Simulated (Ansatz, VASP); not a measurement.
## One calculation of Cd2P3, two programs

```
Cd P
1.0
     3.37390    1.94792    5.37356
    -3.37390    1.94792    5.37356
     0.00000   -3.89584    5.37356
Cd P
4 6
Direct
  0.91110 0.91110 0.91110
  0.58890 0.58890 0.58890
  0.08890 0.08890 0.08890
  0.41110 0.41110 0.41110
  0.94680 0.55320 0.75000
  0.75000 0.94680 0.55320
  0.55320 0.75000 0.94680
  0.05320 0.44680 0.25000
  0.25000 0.05320 0.44680
  0.44680 0.25000 0.05320
```

Alike in both runs: functional PBE; k mesh 3 × 3 × 3; occupations gaussian, width 0.1 eV; no spin polarisation.

Ansatz relaxed the structure, and its values are those at the end. VASP's run is a single point on that final structure, the one shown.

|  | VASP | Ansatz |
| --- | --- | --- |
| version | VASP 6.6.1 | Ansatz 0.2.0 |
| potentials or method | VASP PAW PBE potentials, release 64 (Cd, P), cutoff 520 eV | scalar-relativistic, plane waves, PAW |
| valence electrons in the cell | 78 | 110 |

Ansatz gave:

* gap on the k mesh at the Fermi level (eV): none
* pressure (GPa): 0.0
* rms of the force components (eV/Å): 0.015

Question: What did VASP give for the same quantities?

Answer: gap on the k mesh at the Fermi level (eV): none; pressure (GPa): 0.1; rms of the force components (eV/Å): 0.040.

A gap of «none» marks a metal or a gap that the smearing closes. VASP's potentials hold 78 valence electrons a cell and Ansatz's 110, so a difference there can come from the potentials and not from the codes.

The k mesh is coarse, so the values compare programs but aren't converged.
